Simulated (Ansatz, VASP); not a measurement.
One calculation of MgAu, two programs

```
CELL_PARAMETERS angstrom
3.28058 0.00000 0.00000
0.00000 3.28058 0.00000
0.00000 0.00000 3.28058
ATOMIC_POSITIONS crystal
Mg 0.50000 0.50000 0.50000
Au 0.00000 0.00000 0.00000
```

Change from the starting cell: volume scaled by 1.02, crystal datasets.

Alike in both runs: task electric field gradients; functional LDA; k mesh 13 × 13 × 13; occupations fermi-dirac, width 0.05 eV; no spin polarisation.

```csv
,VASP,Ansatz
version,VASP 6.6.1,Ansatz 0.2.0
potentials or method,"VASP PAW LDA potentials, release 64 (Mg, Au), cutoff 520 eV","all-electron PAW with datasets made for the crystal, scalar-relativistic"
```

|  | VASP | Ansatz | Ansatz less VASP |
| --- | --- | --- | --- |
| pressure (GPa) | -5.5 | -5.1 | +0.39 |

LDA's correlation is that of Perdew and Zunger in VASP and of Perdew and Wang (1992) in Ansatz. Ansatz ran all-electron here, and VASP with PAW potentials.

Neither program's run includes spin-orbit coupling.
